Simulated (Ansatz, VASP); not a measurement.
## Ga3I: VASP beside Ansatz

```
Ga I
1.0
     4.74500    0.00000    0.00000
     0.00000    4.74500    0.00000
     0.00000    0.00000    4.74500
Ga I
3 1
Direct
  0.00000 0.50000 0.50000
  0.50000 0.00000 0.50000
  0.50000 0.50000 0.00000
  0.00000 0.00000 0.00000
```

Alike in both runs: functional PBE; k mesh 10 × 10 × 10; occupations gaussian, width 0.1 eV; no spin polarisation.

Ansatz relaxed the structure, and its values are those at the end. VASP's run is a single point on that final structure, the one shown.

|  | VASP | Ansatz |
| --- | --- | --- |
| version | VASP 6.6.1 | Ansatz 0.2.0 |
| potentials or method | VASP PAW PBE potentials, release 64 (Ga_d, I), cutoff 520 eV | scalar-relativistic, plane waves, PAW |
| valence electrons in the cell | 46 | 56 |

```tsv
	VASP	Ansatz	Ansatz less VASP
gap on the k mesh at the Fermi level (eV)	none	none	-
pressure (GPa)	0.0	0.0	-0.05
```

A gap of «none» marks a metal or a gap that the smearing closes. The functional is the same, so the differences come from potentials, cutoffs and numerics. VASP's potentials hold 46 valence electrons a cell and Ansatz's 56, so a difference there can come from the potentials and not from the codes.

Spin-orbit coupling is off throughout.
